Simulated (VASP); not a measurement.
Input of a VASP 6.6.1 run:

File INCAR:

```
SYSTEM = BaTe
PREC     = Accurate       ! precision mode
ENCUT    = 520            ! plane-wave cutoff, eV
EDIFF    = 1E-8           ! SCF threshold, eV
ISMEAR   = -1             ! smearing method
SIGMA    = 0.05           ! smearing width, eV
LREAL    = .False.        ! projectors in reciprocal space
LASPH    = .True.         ! aspherical terms in the spheres
NELM     = 60             ! most SCF steps
ALGO     = Normal         ! electronic algorithm
ISIF     = 2              ! what is computed and relaxed
LWAVE    = .False.        ! write WAVECAR
LCHARG   = .False.        ! write CHGCAR
GGA      = PS             ! functional
LEFG     = .True.       
NBANDS   = 15             ! bands
```

Contents of KPOINTS:

```
regular mesh
0
Gamma
  10 10 10
  0 0 0
```

The input POSCAR:

```
BaTe
1.0
    0.0000000000      3.4100000000      3.3418000000
    3.4100000000      0.0000000000      3.3418000000
    3.4100000000      3.4100000000      0.0000000000
Ba Te
1 1
Direct
    0.0000000000      0.0000000000      0.0000000000
    0.5000000000      0.5000000000      0.5000000000
```

Potentials or basis: VASP PAW PBE potentials, release 64 (Ba_sv, Te).

Run with:

```bash
$ cat potpaw_PBE.64/Ba_sv/POTCAR potpaw_PBE.64/Te/POTCAR > POTCAR
$ mpirun -np 1 vasp_std > vasp.out
```

**Question.** Estimate the band gap on the k mesh.

**Answer.** 1.12 eV (least direct gap 1.51 eV).

**Question.** Predict the pressure.

**Answer.** 3.3 GPa.

Stress tensor (GPa, compression positive):
```
2.58 0.00 0.00
0.00 2.58 0.00
0.00 0.00 4.75
```

Caveat: the cell differs from its parent crystal (zz strain of -2 %); the cell stands under pressure; without QUAD_EFG the Cq values of the log hold for a quadrupole moment of 1 mb, not for the nuclei; the PAW data sets were made with another functional, which shifts forces and pressure a little; spin-orbit coupling is left out, which moves the levels of the heavy elements. A k mesh can miss the band edges.
